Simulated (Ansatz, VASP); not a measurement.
One calculation of Pt, two programs

Contents of INCAR:

```
PREC     = Accurate       # precision mode
ENCUT    = 520            # plane-wave cutoff, eV
EDIFF    = 1E-6           # SCF threshold, eV
ISMEAR   = 0              # smearing method
SIGMA    = 0.15           # smearing width, eV
LREAL    = False          # projectors in reciprocal space
LASPH    = True           # aspherical terms in the spheres
NELM     = 60             # most SCF steps
ALGO     = Fast           # electronic algorithm
ISIF     = 2              # what is computed and relaxed
LWAVE    = False          # write WAVECAR
LCHARG   = True           # write CHGCAR
GGA      = PS             # functional
LELF     = True           # ELF
LVHAR    = True         
NBANDS   = 17             # bands
```

KPOINTS

```
regular mesh
0
Gamma
  18 18 10
```

File POSCAR:

```
Pt
1.0
    2.9677155370      0.0000000000      0.0000000000
   -1.4838577685      2.3908065546      0.0000000000
    0.0000000000      0.0000000000      4.7921340000
Pt
2
Direct
    0.6666666667      0.3333333333      0.7500000000
    0.3333333333      0.6666666667      0.2500000000
```

Input for Ansatz:

```yaml
crystal:
  lattice:
    - [2.967715537, 0.0, 0.0]
    - [-1.4838577685, 2.3908065546, 0.0]
    - [0.0, 0.0, 4.792134]
  atoms:
    - { symbol: Pt, position: [0.6666666667, 0.3333333333, 0.75] }
    - { symbol: Pt, position: [0.3333333333, 0.6666666667, 0.25] }
basis:
  ecutwfc: 420
kpoints:
  mp_grid: { grid: [18, 18, 10] }
hamiltonian:
  xc: pbesol
scf:
  occupations: { method: gaussian, width: 0.15 }
output:
  forces: true
  stress: true
  eigenvalues: true
```

Change from the starting cell: strain +0.0750 x Voigt [1, 0, 0, 0, 0, 0], atoms carried along.

Alike in both runs: task single point; functional PBEsol; k mesh 18 × 18 × 10; occupations gaussian, width 0.15 eV; no spin polarisation.

|  | VASP | Ansatz |
| --- | --- | --- |
| version | VASP 6.6.1 | Ansatz 0.2.0 |
| potentials or method | VASP PAW PBE potentials, release 64 (Pt), cutoff 520 eV | scalar-relativistic, plane waves, PAW |
| valence electrons in the cell | 20 | 36 |

```tsv
	VASP	Ansatz	Ansatz less VASP
gap on the k mesh at the Fermi level (eV)	none	none	-
pressure (GPa)	-23.7	-23.4	+0.32
traceless stress, the component that is largest in VASP (GPa)	-3.32	-3.36	-0.037
rms of the force components (eV/Å)	0.019	0.019	-0.0002
```

VASP's potentials were made for PBE, not for PBEsol. Atom by atom the forces differ by 0.000 eV/Å (rms over components). A gap of «none» marks a metal or a gap that the smearing closes. The functional is the same, so the differences come from potentials, cutoffs and numerics. VASP's potentials hold 20 valence electrons a cell and Ansatz's 36, so a difference there can come from the potentials and not from the codes.

Spin-orbit coupling is off throughout.
